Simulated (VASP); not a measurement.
Write the native input for VASP 6.6.1 that does the following.

```
Task                   : single point
Functional             : PBEsol
Potentials or basis    : VASP PAW PBE potentials, release 64 (Se)
Cutoff                 : 520 eV
k mesh                 : 13 × 13 × 6
Occupations            : fermi-dirac, width 0.1 eV
Spin                   : no spin polarisation
Dipole correction      : no
Further INCAR settings : ALGO = Normal; EDIFF = 1e-06; NBANDS = 20
```

The structure of Se lies in POSCAR:

```
Se
1.0
    3.6968602185      0.0000000000      0.0000000000
   -1.8484301093      3.2015748635      0.0000000000
    0.0000000000      0.0000000000      7.2501044030
Se
4
Direct
    1.0000000000      0.0000000000      0.0000000000
    1.0000000000      0.0000000000      0.5000000000
    0.3333333333      0.6666666667      0.2500000000
    0.6666666667      0.3333333333      0.7500000000
```

One way to write it, as run:

INCAR

```
SYSTEM = Se
PREC = Accurate ; ENCUT = 520
EDIFF = 1E-6 ; ISMEAR = -1
SIGMA = 0.1 ; LREAL = .False.
LASPH = .True. ; NELM = 60
ALGO = Normal ; ISIF = 2
LWAVE = .False. ; LCHARG = .False.
GGA = PS ; NBANDS = 20
```

KPOINTS

```
regular mesh
0
Gamma
  13 13 6
  0 0 0
```

Potentials or basis: VASP PAW PBE potentials, release 64 (Se).

The run is started by

```console
$ cat potpaw_PBE.64/Se/POTCAR > POTCAR
$ mpirun -np 1 vasp_std > vasp.out
```

It gave:

```yaml
Pressure: 0.2 GPa
Band_gap_on_the_k_mesh: zero (band 12 reaches 5.63 eV, above the bottom of band 13 at 3.49 eV)
```

Caveat: the PAW data sets were made with another functional, which shifts forces and pressure a little.

Wall time 82 s on 1 thread of AMD EPYC 7R43 64-Core Processor (Zen 3), on a shared host, peak memory 0.22 GiB.
